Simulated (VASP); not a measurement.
Write the native input for VASP 6.6.1 that does the following.

```
Task                   : single point
Functional             : PBE
Potentials or basis    : VASP PAW PBE potentials, release 64 (Cu)
Cutoff                 : 520 eV
k mesh                 : 21 × 21 × 12
Occupations            : gaussian, width 0.15 eV
Spin                   : no spin polarisation
Dipole correction      : no
Further INCAR settings : ALGO = Fast; EDIFF = 1e-06; NBANDS = 18
```

The structure of Cu lies in POSCAR:

```
Cu
1.0
    2.6728930877      0.0000000000      0.0000000000
   -1.3364465439      2.3147933156      0.0000000000
    0.0000000000      0.0000000000      3.8687454552
Cu
2
Direct
    0.3333333333      0.6666666667      0.2500000000
    0.6666666667      0.3333333333      0.7500000000
```

This isn't the form of Cu at room conditions, which is fcc.

One way to write it, as run:

INCAR

```
SYSTEM = Cu
ALGO = Fast ; EDIFF = 1E-6
ENCUT = 520 ; GGA = PE
ISIF = 2 ; ISMEAR = 0
LASPH = .True. ; LCHARG = .False.
LREAL = .False. ; LWAVE = .False.
NBANDS = 18 ; NELM = 100
PREC = Accurate ; SIGMA = 0.15
```

KPOINTS

```
k-points
0
Gamma
  21 21 12
  0 0 0
```

Potentials or basis: VASP PAW PBE potentials, release 64 (Cu).

The run is started by

```console
$ cat potpaw_PBE.64/Cu/POTCAR > POTCAR
$ mpirun -np 1 vasp_std > vasp.out
```

Results of the run:

* Pressure: 3.2 GPa
* Band gap on the k mesh: zero (bands 11 and 12 overlap by 5.34 eV)

Caveat: the stress differs along the axes, from -2 to 14 GPa.

It took 3 min on 1 thread of Intel Xeon 8259CL, with other jobs on the host, peak memory 0.23 GiB.
